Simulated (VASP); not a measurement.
# Ni (P6_3/mmc) in VASP: notebook, part 2 of 2

VASP 6.6.1.

## 3. Single point, PBEsol, collinear spin, ferromagnetic start (10.00 Å³/atom)

This run uses another cell than the first one, of 10.00 Å³/atom.

File INCAR:

```
PREC = Accurate
ENCUT = 520
EDIFF = 1E-7
ISMEAR = -1
SIGMA = 0.05
LREAL = F
LASPH = T
NELM = 150
ALGO = Normal
ISIF = 2
LWAVE = F
LCHARG = F
ISPIN = 2
MAGMOM = 0.671 0.671
LORBIT = 11
LMAXMIX = 4
GGA = PS
NBANDS = 21
```

File KPOINTS:

```
regular mesh
0
Gamma
  17 17 9
```

File POSCAR:

```
Ni
1.0
    2.4145346145      0.0000000000      0.0000000000
   -1.2072673072      2.0910483145      0.0000000000
    0.0000000000      0.0000000000      3.9600013927
Ni
2
Direct
    0.3333333333      0.6666666667      0.2500000000
    0.6666666667      0.3333333333      0.7500000000
```

Potentials or basis: VASP PAW PBE potentials, release 64 (Ni).

The run is started by

```bash
> cat potpaw_PBE.64/Ni/POTCAR > POTCAR
> mpirun -np 1 vasp_std > vasp.out
```

OUTCAR:

```text
PREC = Accurate
   ENCUT = 520
   EDIFF = 1E-7
   ISMEAR = -1
   LREAL = F
   LASPH = T
   NELM = 150
   ISIF = 2
   ISPIN = 2
   LORBIT = 11
   GGA = PS

 ion  position               nearest neighbor table
   1  0.333  0.667  0.250-   2 2.42   2 2.42   2 2.42   2 2.42   2 2.42   2 2.42
   2  0.667  0.333  0.750-   1 2.42   1 2.42   1 2.42   1 2.42   1 2.42   1 2.42

  LATTYP: Found a hexagonal cell.
 ALAT       =     2.4145346145
 C/A-ratio  =     1.6400681808

  Lattice vectors:

 A1 = (   2.4145346145,   0.0000000000,   0.0000000000)
 A2 = (  -1.2072673072,   2.0910483145,   0.0000000000)
 A3 = (   0.0000000000,   0.0000000000,   3.9600013927)

Analysis of symmetry for initial positions (statically):
=====================================================================
 Subroutine PRICEL returns:
 Original cell was already a primitive cell.

 Routine SETGRP: Setting up the symmetry group for a
 hexagonal supercell.

 Subroutine GETGRP returns: Found 24 space group operations
 (whereof 12 operations were pure point group operations)
 out of a pool of 24 trial point group operations.

The static configuration has the point symmetry D_3d.
 The point group associated with its full space group is D_6h.

Analysis of symmetry for dynamics (positions and initial velocities):
=====================================================================
 Subroutine PRICEL returns:
 Original cell was already a primitive cell.

 Routine SETGRP: Setting up the symmetry group for a
 hexagonal supercell.

 Subroutine GETGRP returns: Found 24 space group operations
 (whereof 12 operations were pure point group operations)
 out of a pool of 24 trial point group operations.

The dynamic configuration has the point symmetry D_3d.
 The point group associated with its full space group is D_6h.

Analysis of structural, dynamic, and magnetic symmetry:
[... 153 lines left out ...]
  ---------------------------------------------------
  ext. energy  EPLUGINS =         0.00000000
  ---------------------------------------------------
  free energy    TOTEN  =       -12.20997007 eV

  energy without entropy =      -12.17712915  energy(sigma->0) =      -12.19354961

 E-fermi :  10.4639     XC(G=0): -13.9445

 val. band max:       10.4626231619   @ k =   0.2353   0.1176   0.4444
 cond. band min:      10.4670255877   @ k =   0.2941   0.1176   0.1111
 fundamental gap:      0.0044024257
 Fermi energy:        10.4638688928

 spin component 1

 k-point     1 :       0.0000    0.0000    0.0000
  band No.  band energies     occupation
      1       0.7684      1.00000
      2       5.1100      1.00000
      3       7.7944      1.00000
      4       7.9024      1.00000
      5       7.9024      1.00000
      6       8.2096      1.00000
[... 565 lines left out ...]
     20      39.8230      0.00000
     21      41.4573      0.00000

 [... further k-points ...]

 spin component 2

 k-point     1 :       0.0000    0.0000    0.0000
  band No.  band energies     occupation
      1       0.7681      1.00000
      2       5.4989      1.00000
      3       8.4650      1.00000
      4       8.5534      1.00000
      5       8.5534      1.00000
      6       8.8800      1.00000
[... 565 lines left out ...]
     20      39.9024      0.00000
     21      41.4405      0.00000

 [... further k-points ...]

------------------------ aborting loop because EDIFF is reached ----------------------------------------

  FORCE on cell =-STRESS in cart. coord.  units (eV):
  Direction    XX          YY          ZZ          XY          YZ          ZX
  --------------------------------------------------------------------------------------
  -------------------------------------------------------------------------------------
  Total        1.2735529      1.2735529      1.2674547      0.0000000      0.0000000      0.0000000
  in kB      102.0551020    102.0551020    101.5664269      0.0000000      0.0000000      0.0000000
  external PRESSURE =     101.8922103 kB  Pullay stress =       0.0000000 kB

 VOLUME and BASIS-vectors are now :
 -----------------------------------------------------------------------------
  energy-cutoff  :      520.00
  volume of cell :       19.99
      direct lattice vectors                 reciprocal lattice vectors
     2.414534614  0.000000000  0.000000000     0.414158486  0.239114513  0.000000000
    -1.207267307  2.091048315  0.000000000     0.000000000  0.478229027  0.000000000
     0.000000000  0.000000000  3.960001393     0.000000000  0.000000000  0.252525164

 POSITION                                       TOTAL-FORCE (eV/Angst)
 -----------------------------------------------------------------------------------
     -0.00000      1.39403      0.99000        -0.000000      0.000000      0.000000
      1.20727      0.69702      2.97000         0.000000     -0.000000     -0.000000
 -----------------------------------------------------------------------------------
    total drift:                               -0.000000      0.000000     -0.000000

  FREE ENERGIE OF THE ION-ELECTRON SYSTEM (eV)
  ---------------------------------------------------
  free  energy   TOTEN  =       -12.2099700709 eV

  energy  without entropy=      -12.1771291513  energy(sigma->0) =      -12.19354961

 total charge

# of ion       s       p       d       tot
------------------------------------------
    1        0.538   0.583   8.358   9.479
    2        0.538   0.583   8.358   9.479
--------------------------------------------------
tot          1.076   1.167  16.716  18.959

 magnetization (x)

# of ion       s       p       d       tot
------------------------------------------
    1       -0.005  -0.024   0.651   0.622
    2       -0.005  -0.024   0.651   0.622
--------------------------------------------------
tot         -0.009  -0.048   1.302   1.245
```

It took 1.7 min on 1 thread of AMD EPYC 7R13 (Zen 3), shared host; peak memory 0.18 GiB.

What came out:

* Free energy: -12.2100 eV
* Pressure: 10.2 GPa
* Net moment: 1.24 μB per cell
* Site moments: Ni +0.62 μB
* Valence electrons inside the program's atomic spheres: Ni 9.48

Levels at points of the mesh, in eV from the Fermi level:
Spin up:
```tsv
k point	band 7	band 8	band 9	band 10	band 11	band 12	band 13	band 14	band 15	band 16
(0.00, 0.00, 0.00)	-2.25	-1.79	-1.79	-0.72	-0.72	-0.58	6.20	23.31	25.91	25.91
```
Spin down:
```csv
k point,band 7,band 8,band 9,band 10,band 11,band 12,band 13,band 14
"(0.00, 0.00, 0.00)",-1.58,-1.13,-1.13,-0.60,-0.01,-0.01,6.60,23.22
```

Caveat: the cell stands under pressure; the PAW data sets were made with another functional, which shifts forces and pressure a little.

## 4. Single point, PBEsol, collinear spin, ferromagnetic start (10.41 Å³/atom)

This run uses another cell than the first one, of 10.41 Å³/atom.

File INCAR:

```
ALGO = Normal
EDIFF = 1E-6
ENCUT = 520
GGA = PS
ISIF = 2
ISMEAR = -1
ISPIN = 2
LASPH = True
LCHARG = False
LMAXMIX = 4
LORBIT = 11
LREAL = False
LWAVE = False
MAGMOM = 0.671 0.671
NBANDS = 21
NELM = 150
PREC = Accurate
SIGMA = 0.05
```

File KPOINTS:

```
k-points
0
Gamma
  17 17 9
```

File POSCAR:

```
Ni
1.0
    2.4476145418      0.0000000000      0.0000000000
   -1.2238072709      2.1196963718      0.0000000000
    0.0000000000      0.0000000000      4.0142547289
Ni
2
Direct
    0.3333333333      0.6666666667      0.2500000000
    0.6666666667      0.3333333333      0.7500000000
```

The run is started by

```bash
> cat potpaw_PBE.64/Ni/POTCAR > POTCAR
> mpirun -np 1 vasp_std > vasp.out
```

Wall time 89 s (1 thread of AMD EPYC 7R13 (Zen 3), shared host); peak memory 0.18 GiB.

Results (log left out):

```
Free energy                                           : -12.2356 eV
Pressure                                              : -0.1 GPa
Net moment                                            : 1.27 μB per cell
Site moments                                          : Ni +0.64 μB
Valence electrons inside the program's atomic spheres : Ni 9.40
```

Levels at points of the mesh, in eV from the Fermi level:
Spin up:
| k point | band 7 | band 8 | band 9 | band 10 | band 11 | band 12 | band 13 | band 14 | band 15 | band 16 |
| --- | --- | --- | --- | --- | --- | --- | --- | --- | --- | --- |
| (0.00, 0.00, 0.00) | -2.17 | -1.74 | -1.74 | -0.73 | -0.73 | -0.50 | 5.88 | 22.96 | 25.16 | 25.16 |
Spin down:
```
           k point  band 5  band 6  band 7  band 8  band 9  band 10  band 11  band 12  band 13  band 14
(0.00, 0.00, 0.00)   -1.79   -1.49   -1.49   -1.06   -1.06    -0.52    -0.01    -0.01     6.29    22.86
```

Caveat: the PAW data sets were made with another functional, which shifts forces and pressure a little.

## 5. Single point, PBEsol, collinear spin, ferromagnetic start (10.83 Å³/atom)

This run uses another cell than the first one, of 10.83 Å³/atom.

File INCAR:

```
ALGO = Normal ; EDIFF = 1E-6
ENCUT = 520 ; GGA = PS
ISIF = 2 ; ISMEAR = -1
ISPIN = 2 ; LASPH = T
LCHARG = F ; LMAXMIX = 4
LORBIT = 11 ; LREAL = F
LWAVE = F ; MAGMOM = 0.671 0.671
NBANDS = 21 ; NELM = 150
PREC = Accurate ; SIGMA = 0.05
```

KPOINTS is that of step 4.

File POSCAR:

```
Ni
1.0
    2.4798236899      0.0000000000      0.0000000000
   -1.2399118450      2.1475903124      0.0000000000
    0.0000000000      0.0000000000      4.0670799279
Ni
2
Direct
    0.3333333333      0.6666666667      0.2500000000
    0.6666666667      0.3333333333      0.7500000000
```

The run is started by

```bash
> cat potpaw_PBE.64/Ni/POTCAR > POTCAR
> mpirun -np 1 vasp_std > vasp.out
```

It took 95 s on 1 thread of AMD EPYC 7R13 (Zen 3), shared host; peak memory 0.18 GiB.

The run converged. Its results:

| Item | Value |
| --- | --- |
| Free energy | -12.2143 eV |
| Pressure | -8.1 GPa |
| Net moment | 1.29 μB per cell |
| Site moments | Ni +0.65 μB |
| Valence electrons inside the program's atomic spheres | Ni 9.32 |

Levels at points of the mesh, in eV from the Fermi level:
Spin up:
```tsv
k point	band 7	band 8	band 9	band 10	band 11	band 12	band 13	band 14	band 15	band 16
(0.00, 0.00, 0.00)	-2.10	-1.69	-1.69	-0.74	-0.74	-0.42	5.59	22.62	24.46	24.46
```
Spin down:
```tsv
k point	band 7	band 8	band 9	band 10	band 11	band 12
(0.00, 0.00, 0.00)	-1.40	-0.99	-0.99	-0.45	0.00	0.00
```

Caveat: the cell stands under tension; the PAW data sets were made with another functional, which shifts forces and pressure a little.

## 6. The runs side by side

| cell | gap on the mesh (eV) | pressure (GPa) | moment (μB) |
| --- | --- | --- | --- |
| a = 2.381, b = 2.381, c = 3.904 Å, angles 90.0, 90.0, 120.0°, 2 atoms | none | 23.0 | 1.20 |
| a = 2.415, b = 2.415, c = 3.960 Å, angles 90.0, 90.0, 120.0°, 2 atoms | none | 10.2 | 1.24 |
| a = 2.448, b = 2.448, c = 4.014 Å, angles 90.0, 90.0, 120.0°, 2 atoms | none | -0.1 | 1.27 |
| a = 2.480, b = 2.480, c = 4.067 Å, angles 90.0, 90.0, 120.0°, 2 atoms | none | -8.1 | 1.29 |

Alike in all rows: task single point; level PBEsol; potentials or basis VASP PAW PBE potentials, release 64 (Ni); spin collinear, ferromagnetic start; k mesh 17 × 17 × 9; cutoff (eV) 520; smearing fermi-dirac 0.05 eV.

Caveats: the PAW data sets were made with another functional, which shifts forces and pressure a little; the cell stands under pressure (at least some runs); the cell stands under tension (at least some runs).

Absolute energies hang on the potentials; compare differences alone.
